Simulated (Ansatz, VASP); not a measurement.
## One calculation of Ca, two programs

```
Ca
1.0
     0.00000    2.79000    2.79000
     2.79000    0.00000    2.79000
     2.79000    2.79000    0.00000
Ca
1
Direct
  0.00000 0.00000 0.00000
```

Alike in both runs: task single point; functional PBEsol; k mesh 25 × 25 × 25; no spin polarisation.

|  | VASP | Ansatz |
| --- | --- | --- |
| version | VASP 6.6.1 | Ansatz 0.2.0 |
| potentials or method | VASP PAW PBE potentials, release 64 (Ca_sv) | plane-wave PAW, scalar-relativistic |
| plane-wave cutoff (eV) | 520 | 420 |
| occupations | methfessel-paxton of order 1, width 0.1 eV | cold, width 0.1 eV |
| valence electrons in the cell | 10 | 10 |

|  | VASP | Ansatz | Ansatz less VASP |
| --- | --- | --- | --- |
| pressure (GPa) | -1.1 | -1.1 | -0.01 |

VASP's potentials were made for PBE, not for PBEsol.
